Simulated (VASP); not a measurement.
KMgF3:

```xyz
5
Lattice="3.9785 0.0000 0.0000 0.0000 3.9785 0.0000 0.0000 0.0000 3.9785" Properties=species:S:1:pos:R:3 pbc="T T T"
K     1.9892    1.9892    1.9892
Mg    0.0000    0.0000    0.0000
F     0.0000    1.9892    0.0000
F     0.0000    0.0000    1.9892
F     1.9892    0.0000    0.0000
```

| Item | Value |
| --- | --- |
| Program | VASP 6.6.1 |
| Task | relaxation of cell and atoms |
| Functional | PBE |
| Potentials or basis | VASP PAW PBE potentials, release 64 (K_sv, Mg, F) |
| Cutoff | 600 eV |
| k mesh | 6 × 6 × 6 |
| Occupations | gaussian, width 0.02 eV |
| Spin | no spin polarisation |

At the start: pressure 3.7 GPa; volume 12.59 Å³/atom.

Task: Where does the relaxation end?

Result: Over 3 steps the energy falls by 7.1 meV/atom and the volume is 13.24 Å³/atom (+5.1 %); space group Pm-3m (No. 221, to 0.1 Å) before and after.

Step by step:
```
step  energy change (eV)  largest force (eV/Å)  pressure (GPa)  volume (Å³)
   1              0.0000                0.0000            3.72        62.97
   2             -0.0346                0.0000            0.52        65.67
   3             -0.0354                0.0000           -0.03        66.20
```

Final structure:
```
K Mg F
1.0
     4.04525    0.00000    0.00000
     0.00000    4.04525    0.00000
     0.00000    0.00000    4.04525
K Mg F
1 1 3
Direct
  0.50000 0.50000 0.50000
  0.00000 0.00000 0.00000
  0.00000 0.50000 0.00000
  0.00000 0.00000 0.50000
  0.50000 0.00000 0.00000
```
